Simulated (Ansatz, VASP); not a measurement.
Two plane-wave programs on Pd

INCAR

```
SYSTEM = Pd
  ALGO = Fast
  EDIFF = 1E-6
  EDIFFG = -0.04
  ENCUT = 600
  GGA = PE
  IBRION = 2
  ISIF = 3
  ISMEAR = 0
  LASPH = .TRUE.
  LCHARG = .FALSE.
  LREAL = .FALSE.
  LWAVE = .FALSE.
  NELM = 80
  NSW = 90
  PREC = Accurate
  SIGMA = 0.1
```

Contents of KPOINTS:

```
k-points
0
G
  8 8 8
  0 0 0
```

The input POSCAR:

```
Pd
1.0
   -2.4181207287      2.4181207287      1.3191294947
    2.4181207287     -2.4181207287      1.3191294947
    2.4181207287      2.4181207287     -1.3191294947
Pd
2
Direct
    0.0000000000      0.0000000000      0.0000000000
    0.7500000000      0.2500000000      0.5000000000
```

Input for Ansatz:

```yaml
crystal:
  lattice:
    - [-2.4181207287, 2.4181207287, 1.3191294947]
    - [2.4181207287, -2.4181207287, 1.3191294947]
    - [2.4181207287, 2.4181207287, -1.3191294947]
  atoms:
    - { symbol: Pd, position: [0.0, 0.0, 0.0] }
    - { symbol: Pd, position: [0.75, 0.25, 0.5] }
basis:
  ecutwfc: 420
kpoints:
  mp_grid: { grid: [8, 8, 8] }
hamiltonian:
  xc: pbe
scf:
  occupations: { method: gaussian, width: 0.1 }
  lower_state_search: "off"
output:
  forces: true
  stress: true
  eigenvalues: true
relax:
  adjacent_minimum: "off"
  f_tol: 0.04
  max_steps: 70
  cell: { stress_tol: 0.4 }
```

Alike in both runs: task relaxation of cell and atoms; functional PBE; k mesh 8 × 8 × 8; occupations gaussian, width 0.1 eV; no spin polarisation.

```csv
,VASP,Ansatz
version,VASP 6.6.1,Ansatz 0.2.0
potentials or method,"VASP PAW PBE potentials, release 64 (Pd), cutoff 600 eV","scalar-relativistic, plane waves, PAW"
valence electrons in the cell,20,36
```

Ansatz gave:

```
gap on the k mesh at the Fermi level, each at its own relaxed structure (eV) : none
relaxed volume (Å³/atom)                                                     : 16.92
relaxed cell length with the largest relative difference (Å)                 : 3.790
```

Task: Which values does VASP return?

Result: gap on the k mesh at the Fermi level, each at its own relaxed structure (eV): none; relaxed volume (Å³/atom): 16.84; relaxed cell length with the largest relative difference (Å): 3.783.

A gap of «none» marks a metal or a gap that the smearing closes. VASP's potentials hold 20 valence electrons a cell and Ansatz's 36, so a difference there can come from the potentials and not from the codes.
